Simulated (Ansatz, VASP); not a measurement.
## Two plane-wave programs on BeSe5

File INCAR:

```
SYSTEM = BeSe5
PREC = Accurate ; ENCUT = 520
EDIFF = 1E-6 ; ISMEAR = 0
SIGMA = 0.1 ; LREAL = .False.
LASPH = .True. ; NELM = 80
ALGO = Normal ; ISIF = 2
LWAVE = .False. ; LCHARG = .True.
GGA = PE ; LELF = .True.
LVHAR = .True. ; NBANDS = 25
```

File KPOINTS:

```
Automatic mesh
0
Gamma
  4 4 4
  0 0 0
```

POSCAR

```
BeSe5
1.0
    0.0000000000      4.2673061400      4.2673061400
    4.2673061400      0.0000000000      4.2673061400
    4.2673061400      4.2673061400      0.0000000000
Be Se
1 5
Direct
    0.2500000000      0.2500000000      0.2500000000
    0.3727328200      0.8757557300      0.8757557300
    0.8757557300      0.3727328200      0.8757557300
    0.8757557300      0.8757557300      0.3727328200
    0.8757557300      0.8757557300      0.8757557300
    0.5000000000      0.5000000000      0.5000000000
```

Input for Ansatz:

```yaml
crystal:
  lattice:
    - [0.0, 4.26730614, 4.26730614]
    - [4.26730614, 0.0, 4.26730614]
    - [4.26730614, 4.26730614, 0.0]
  atoms:
    - { symbol: Be, position: [0.25, 0.25, 0.25] }
    - { symbol: Se, position: [0.37273282, 0.87575573, 0.87575573] }
    - { symbol: Se, position: [0.87575573, 0.37273282, 0.87575573] }
    - { symbol: Se, position: [0.87575573, 0.87575573, 0.37273282] }
    - { symbol: Se, position: [0.87575573, 0.87575573, 0.87575573] }
    - { symbol: Se, position: [0.5, 0.5, 0.5] }
basis:
  ecutwfc: 420
kpoints:
  mp_grid: { grid: [4, 4, 4] }
hamiltonian:
  xc: pbe
scf:
  occupations: { method: gaussian, width: 0.1 }
  lower_state_search: "off"
output:
  forces: true
  stress: true
  eigenvalues: true
```

Change from the starting cell: species swapped into the Be5Fe type (F-43m, No. 216).

Alike in both runs: task single point; functional PBE; k mesh 4 × 4 × 4; occupations gaussian, width 0.1 eV; no spin polarisation.

|  | VASP | Ansatz |
| --- | --- | --- |
| version | VASP 6.6.1 | Ansatz 0.2.0 |
| potentials or method | VASP PAW PBE potentials, release 64 (Be, Se), cutoff 520 eV | scalar-relativistic, plane waves, PAW |
| valence electrons in the cell | 32 | 82 |

```tsv
	VASP	Ansatz	Ansatz less VASP
gap on the k mesh at the Fermi level (eV)	none	none	-
pressure (GPa)	-6.7	-6.7	0.00
rms of the force components (eV/Å)	0.028	0.028	0.0000
```

Atom by atom the forces differ by 0.000 eV/Å (rms over components). A gap of «none» marks a metal or a gap that the smearing closes. With one functional, cell and mesh, what is left measures potentials, basis and numerics. VASP's potentials hold 32 valence electrons a cell and Ansatz's 82, so a difference there can come from the potentials and not from the codes.
